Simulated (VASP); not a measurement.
A run of VASP 6.6.1 is set up as follows.

Contents of POSCAR:

```
EuO
1.0
    0.0000000000      2.5118115992      2.5118115992
    2.5118115992      0.0000000000      2.5118115992
    2.5118115992      2.5118115992      0.0000000000
Eu O
1 1
Direct
    0.5000000000      0.5000000000      0.5000000000
    0.0000000000      0.0000000000      0.0000000000
```

Contents of INCAR.step1:

```
ALGO = Normal ; EDIFF = 1E-5
ENCUT = 800 ; GGA = PE
GGA_COMPAT = False ; ISMEAR = 0
ISPIN = 2 ; LASPH = True
LCHARG = False ; LDAU = True
LDAUJ = 0 0 ; LDAUL = 3 -1
LDAUTYPE = 2 ; LDAUU = 4 0
LMAXMIX = 6 ; LREAL = False
LWAVE = True ; MAGMOM = 7.41 -0.11
NBANDS = 22 ; NELM = 200
PREC = Accurate ; SIGMA = 0.05
```

Contents of INCAR.step2:

```
ALGO = Normal ; BPARAM = 11.95
CPARAM = 0.0093 ; EDIFF = 1E-6
ENCUT = 800 ; GGA_COMPAT = False
ISIF = 2 ; ISMEAR = 0
ISPIN = 2 ; ISTART = 1
IVDW_NL = 2 ; LASPH = True
LCHARG = False ; LDAU = True
LDAUJ = 0 0 ; LDAUL = 3 -1
LDAUPRINT = 1 ; LDAUTYPE = 2
LDAUU = 4 0 ; LMAXMIX = 6
LMIXTAU = True ; LORBIT = 11
LREAL = False ; LUSE_VDW = True
LWAVE = False ; MAGMOM = 7.41 -0.11
METAGGA = R2SCAN ; NBANDS = 22
NELM = 200 ; PREC = Accurate
SIGMA = 0.05
```

File KPOINTS:

```
k-points
0
Gamma
  8 8 8
```

Potentials or basis: VASP PAW PBE potentials, release 64 (Eu, O).

Command:

```bash
$ cat potpaw_PBE.64/Eu/POTCAR potpaw_PBE.64/O/POTCAR > POTCAR
$ cp INCAR.step1 INCAR
$ mpirun -np 1 vasp_std > vasp.out
$ cp INCAR.step2 INCAR
$ mpirun -np 1 vasp_std > vasp.out
```

(1) What does it give for the pressure?

(2) Predict the site moments.

(3) What does it give for the band gap on the k mesh?

(4) Predict the net moment.

## Answers

(1) 4.1 GPa.

(2) Eu +6.62; O -0.12 μB.

(3) zero (filled and empty bands overlap).

(4) 7.00 μB per cell.

Caveat: the cell stands under pressure; the PAW data sets were made with another functional, which shifts forces and pressure a little; spin-orbit coupling is left out, which moves the levels of the heavy elements; a cell with one magnetic atom can't hold antiferromagnetic order, which such compounds often take.
